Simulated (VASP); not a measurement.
Runs of VASP 6.6.1 on Os. The structure is that of space group P6_3/mmc (No. 194), or close to it. The cells are those of the table. 

| task | cell | gap on the mesh (eV) | pressure (GPa) |
| --- | --- | --- | --- |
| single point | a = 2.788, b = 2.788, c = 4.404 Å, angles 90.0, 90.0, 120.0°, 2 atoms | none | (b) |
| single point | a = 2.725, b = 2.725, c = 4.305 Å, angles 90.0, 90.0, 120.0°, 2 atoms | none | 13.3 |
| single point | a = 2.697, b = 2.697, c = 4.261 Å, angles 90.0, 90.0, 120.0°, 2 atoms | none | (a) |
| single point | a = 2.752, b = 2.752, c = 4.348 Å, angles 90.0, 90.0, 120.0°, 2 atoms | none | 0.2 |
| electric field gradients | a = 2.678, b = 2.678, c = 4.232 Å, angles 90.0, 90.0, 120.0°, 2 atoms | none | 40.9 |

Alike in all rows: level PBE; potentials or basis VASP PAW PBE potentials, release 64 (Os); no spin polarisation; k mesh 15 × 15 × 9; cutoff (eV) 520; smearing fermi-dirac 0.05 eV.

**Question.** Fill in the values left out.

**Answer.** (a) 28.9; (b) -14.0.

Caveats: spin-orbit coupling is left out, which moves the levels of the heavy elements.

A k mesh can miss the band edges, and the runs leave out spin-orbit coupling on Os.

A gap of «none» marks levels without a gap at the run's occupations.
